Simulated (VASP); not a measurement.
A run of VASP 6.6.1 is set up as follows.

Contents of POSCAR:

```
Ag
1.0
    0.0000000000      3.1646466263      3.1646466263
    3.1646466263      0.0000000000      3.1646466263
    3.1646466263      3.1646466263      0.0000000000
Ag
2
Direct
    0.1250000000      0.1250000000      0.1250000000
    0.8750000000      0.8750000000      0.8750000000
```

File INCAR.step1:

```
PREC = Accurate
ENCUT = 520
ISMEAR = -1
SIGMA = 0.1
LREAL = F
LASPH = T
NELM = 100
NBANDS = 18
GGA = PE
ALGO = Normal
EDIFF = 1E-4
LWAVE = T
LCHARG = F
```

INCAR.step2

```
PREC = Accurate
ENCUT = 520
EDIFF = 1E-6
ISMEAR = -1
SIGMA = 0.1
LREAL = F
LASPH = T
NELM = 100
ALGO = Normal
ISIF = 2
LWAVE = F
LCHARG = T
METAGGA = R2SCAN
LMIXTAU = T
LELF = T
LVHAR = T
NBANDS = 18
ISTART = 1
```

The input KPOINTS:

```
regular mesh
0
Gamma
  10 10 10
```

Potentials or basis: VASP PAW PBE potentials, release 64 (Ag).

Command:

```bash
$ cat potpaw_PBE.64/Ag/POTCAR > POTCAR
$ cp INCAR.step1 INCAR
$ mpirun -np 1 vasp_std > vasp.out
$ cp INCAR.step2 INCAR
$ mpirun -np 1 vasp_std > vasp.out
```

Q: What does it give for the band gap on the k mesh?

A: Zero (bands 11 and 12 overlap by 0.81 eV).

Q: Predict the pressure.

A: -3.2 GPa.

Caveat: the cell stands under tension; the PAW data sets were made with another functional, which shifts forces and pressure a little.
